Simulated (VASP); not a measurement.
GeSb4Te4, 9 atoms in the cell. Symmetry: Cm, No. 8, monoclinic system. Conventional cell: a = 7.500 Å, b = 4.330 Å, c = 17.649 Å, α = 90.00°, β = 90.00°, γ = 90.00°. Ge (site symmetry m) has 6 Te at 2.94 to 3.09 Å within 3.9 Å. Within 3.9 Å of Sb (site symmetry m) lie 3 Sb at 2.94 Å and 3 Te at 3.65 to 3.71 Å. Within 3.9 Å of Sb (site symmetry m) lie 3 Sb at 2.94 Å and 3 Te at 3.57 to 3.63 Å. Within 3.9 Å of Sb (site symmetry m) lie 6 Te at 2.95 to 3.28 Å. Within 4.0 Å of Sb (site symmetry m) lie 6 Te at 3.03 to 3.21 Å. Te (site symmetry m) has 3 Ge at 2.94 to 3.02 Å and 3 Sb at 3.21 to 3.28 Å within 3.9 Å. Te (site symmetry m) has 3 Ge at 3.01 to 3.09 Å and 3 Sb at 3.13 to 3.21 Å within 4.0 Å. Within 3.9 Å of Te (site symmetry m) lie 6 Sb at 2.95 to 3.71 Å.  This cell differs from its parent crystal: all Te atoms moved +0.075 Å, as atom 6 towards its neighbour atom 1 (Ge) at 3.015 Å.

| Quantity | Value |
| --- | --- |
| Program | VASP 6.6.1 |
| Task | single point |
| Functional | PBE |
| Potentials or basis | VASP PAW PBE potentials, release 64 (Ge_d, Sb, Te) |
| Cutoff | 520 eV |
| k mesh | 12 × 12 × 2 |
| Occupations | gaussian, width 0.03 eV |
| Spin | no spin polarisation |
| Dipole correction | no |
| Further INCAR settings | ALGO = Normal; EDIFF = 1e-07; NBANDS = 39 |

Potentials or basis: VASP PAW PBE potentials, release 64 (Ge_d, Sb, Te).

Command:

```sh
$ cat potpaw_PBE.64/Ge_d/POTCAR potpaw_PBE.64/Sb/POTCAR potpaw_PBE.64/Te/POTCAR > POTCAR
$ mpirun -np 1 vasp_std > vasp.out
```

Hardware: 1 thread of Oxide Virtual Turin-like Processor (shared host).

How long does it take, and how much memory?

It took 28 min on 1 thread of Oxide Virtual Turin-like Processor, with other jobs on the host, peak memory 0.95 GiB. Counts: scf iterations 19, k points 86.
